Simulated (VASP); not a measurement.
RbBr: relaxation of cell and atoms with r2SCAN

Crystal: RbBr.

```
CELL_PARAMETERS angstrom
0.00000 3.42700 3.42700
3.42700 0.00000 3.42700
3.42700 3.42700 0.00000
ATOMIC_POSITIONS crystal
Rb 0.00000 0.00000 0.00000
Br 0.50000 0.50000 0.50000
```

| Property | Result |
| --- | --- |
| Program | VASP 6.6.1 |
| Task | relaxation of cell and atoms |
| Functional | r2SCAN |
| Potentials or basis | VASP PAW PBE potentials, release 64 (Rb_sv, Br) |
| Cutoff | 600 eV |
| k mesh | 10 × 10 × 10 |
| Occupations | fermi-dirac, width 0.08 eV |
| Spin | no spin polarisation |
| Dipole correction | no |
| Further INCAR settings | ALGO = Normal; EDIFF = 1e-06; IBRION = 2; EDIFFG = -0.002; NSW = 100; ISIF = 3 |

```yaml
Relaxed_volume: 41.57 Å³/atom
Relaxed_cell: a = 4.899 Å, b = 4.899 Å, c = 4.899 Å, α = 60.00°, β = 60.00°, γ = 60.00°
Space_group_after_relaxing_to_0.05_Å: Fm-3m (No. 225)
Energy_gained_by_relaxing: 1.9 meV/atom
Ionic_steps: 7
Pressure_after_relaxing: 0.0 GPa
Band_gap_on_the_k_mesh: 4.89 eV, direct
```

Step by step:
| step | energy change (eV) | largest force (eV/Å) | pressure (GPa) | volume (Å³) |
| --- | --- | --- | --- | --- |
| 1 | 0.0000 | 0.0000 | 0.49 | 80.50 |
| 2 | -0.0031 | 0.0000 | 0.20 | 81.94 |
| 3 | -0.0039 | 0.0000 | 0.02 | 83.00 |
| 4 | -0.0039 | 0.0000 | 0.02 | 83.11 |
| 5 | -0.0039 | 0.0000 | -0.04 | 83.31 |
| 6 | -0.0039 | 0.0000 | -0.01 | 83.19 |
| 7 | -0.0039 | 0.0000 | 0.00 | 83.14 |

Final structure:
```
CELL_PARAMETERS angstrom
0.00000 3.46419 3.46419
3.46419 0.00000 3.46419
3.46419 3.46419 0.00000
ATOMIC_POSITIONS crystal
Rb 0.00000 0.00000 0.00000
Br 0.50000 0.50000 0.50000
```

Levels at points of the mesh, in eV from the valence-band top:
```csv
k point,band 6,band 7,band 8,band 9,band 10,band 11
"(0.00, 0.00, 0.00)",0.00,0.00,0.00,4.89,7.87,7.87
"(0.50, 0.00, 0.00)",-0.92,-0.32,-0.32,7.21,8.16,10.13
"(0.50, 0.50, 0.00)",-0.47,-0.16,-0.16,6.10,7.82,9.55
```

Run time: 24 min on 1 thread of Oxide Virtual Turin-like Processor (shared host), peak memory 0.27 GiB.

Caveat: the PAW data sets were made with another functional, which shifts forces and pressure a little. Zero-point motion and thermal expansion aren't in these numbers.
